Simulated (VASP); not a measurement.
A run of VASP 6.6.1 is set up as follows.

Contents of INCAR:

```
SYSTEM = MnF2
PREC = Accurate
ENCUT = 520
EDIFF = 1E-6
ISMEAR = -1
SIGMA = 0.05
LREAL = .False.
LASPH = .True.
NELM = 150
ALGO = Normal
ISIF = 2
LWAVE = .False.
LCHARG = .False.
ISPIN = 2
MAGMOM = 4 4 0 0 0 0
LORBIT = 11
LMAXMIX = 4
GGA = PS
NBANDS = 40
```

File KPOINTS:

```
regular mesh
0
Gamma
  5 5 7
  0 0 0
```

File POSCAR:

```
MnF2
1.0
    4.7743067767      0.0000000000      0.0000000000
    0.0000000000      4.7743067767      0.0000000000
    0.0000000000      0.0000000000      3.2431157301
Mn F
2 4
Direct
    0.5000000000      0.5000000000      0.5000000000
    0.0000000000      0.0000000000      0.0000000000
    0.8053000000      0.1947000000      0.5000000000
    0.6947000000      0.6947000000      0.0000000000
    0.1947000000      0.8053000000      0.5000000000
    0.3053000000      0.3053000000      0.0000000000
```

Potentials or basis: VASP PAW PBE potentials, release 64 (Mn_pv, F).

Launch:

```console
$ cat potpaw_PBE.64/Mn_pv/POTCAR potpaw_PBE.64/F/POTCAR > POTCAR
$ mpirun -np 1 vasp_std > vasp.out
```

(1) Estimate the largest force.

(2) What does it give for the net moment?

(3) Estimate the site moments.

Results:

(1) 0.074 eV/Å.

(2) 10.00 μB per cell.

(3) Mn +4.57; F +0.10 μB.

Caveat: the PAW data sets were made with another functional, which shifts forces and pressure a little; the run started ferromagnetic, and an antiferromagnetic order may lie lower in energy.
